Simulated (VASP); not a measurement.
Runs of VASP 6.6.1 on Li. The structure is that of space group P6_3/mmc (No. 194), or close to it. The cells are those of the table. This isn't the form of Li at room conditions, which is bcc.

```csv
task,level,cell,cutoff (eV),gap on the mesh (eV),pressure (GPa),relaxed volume (Å³/atom)
single point,RPBE,"a = 3.111, b = 3.111, c = 5.014 Å, angles 90.0, 90.0, 120.0°, 2 atoms",520,none,-,-
relaxation of cell and atoms,RPBE,"relaxed from a = 3.152, b = 3.152, c = 5.160 Å, angles 90.0, 90.0, 120.0°, 2 atoms",600,none,0.0,20.70
single point,PBEsol,"a = 3.070, b = 3.070, c = 4.947 Å, angles 90.0, 90.0, 120.0°, 2 atoms",520,none,-,-
relaxation of cell and atoms,PBEsol,"relaxed from a = 3.152, b = 3.152, c = 5.160 Å, angles 90.0, 90.0, 120.0°, 2 atoms",600,none,0.0,(a)
```

Alike in all rows: potentials or basis VASP PAW PBE potentials, release 64 (Li_sv); no spin polarisation; k mesh 12 × 12 × 7; smearing fermi-dirac 0.05 eV.

Problem. Estimate the missing entries.

Solution. (a) 19.92.

Caveats: the cutoff is under 1.25 times the usual one of these potentials, so pressure, stress and relaxed cells hold a basis-set (Pulay) error; the PAW data sets were made with another functional, which shifts forces and pressure a little.

A gap of «none» marks levels without a gap at the run's occupations.
